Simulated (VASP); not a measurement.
Runs of VASP 6.6.1 on SrTe. The structure is that of space group Fm-3m (No. 225), or close to it. The cells are those of the table. 

| task | level | spin | cell | k mesh | cutoff (eV) | smearing | grid for exact exchange (PRECFOCK) | share of exact exchange | screening parameter | gap on the mesh (eV) | pressure (GPa) |
| --- | --- | --- | --- | --- | --- | --- | --- | --- | --- | --- | --- |
| single point | HSE06 | off | a = 4.737 Å, angles 60.0°, 2 atoms | 4 × 4 × 4 | 400 | fermi-dirac 0.02 eV | Normal | 0.25 | 0.2079 1/Å | (b) | -0.1 |
| single point | r2SCANh | off | a = 4.741 Å, angles 60.0°, 2 atoms | 4 × 4 × 4 | 440 | gaussian 0.01 eV | Normal | 0.1 | - | 2.65 | 0.0 |
| single point | PBE | non-collinear, zero start, SOC | a = 4.741 Å, angles 60.0°, 2 atoms | 6 × 6 × 6 | 500 | gaussian 0.01 eV | - | - | - | - | 0.3 |
| single point | HF | off | a = 4.741 Å, angles 60.0°, 2 atoms | 4 × 4 × 4 | 400 | gaussian 0.01 eV | Normal | 1 | - | 8.27 | 2.5 |
| single point | HSE06 | off | a = 4.741 Å, angles 60.0°, 2 atoms | 4 × 4 × 4 | 400 | gaussian 0.01 eV | Normal | 0.25 | 0.2079 1/Å | 2.49 | -0.1 |
| single point | PBE0 | off | a = 4.741 Å, angles 60.0°, 2 atoms | 4 × 4 × 4 | 400 | gaussian 0.01 eV | Normal | 0.25 | - | (a) | -0.2 |
| relaxation of cell and atoms | r2SCAN | off | relaxed from a = 4.751 Å, angles 60.0°, 2 atoms | 6 × 6 × 6 | 550 | fermi-dirac 0.02 eV | - | - | - | (c) | 0.0 |

Alike in all rows: potentials or basis VASP PAW PBE potentials, release 64 (Sr_sv, Te).

Question: Fill in the values left out.

Answer: (a) 3.18; (b) 2.48; (c) 2.15.

Caveats: the PAW data sets were made with another functional, which shifts forces and pressure a little (at least some runs); spin-orbit coupling is left out, which moves the levels of the heavy elements (at least some runs).

A k mesh can miss the band edges, and rows without SOC leave out spin-orbit coupling on Sr, Te.
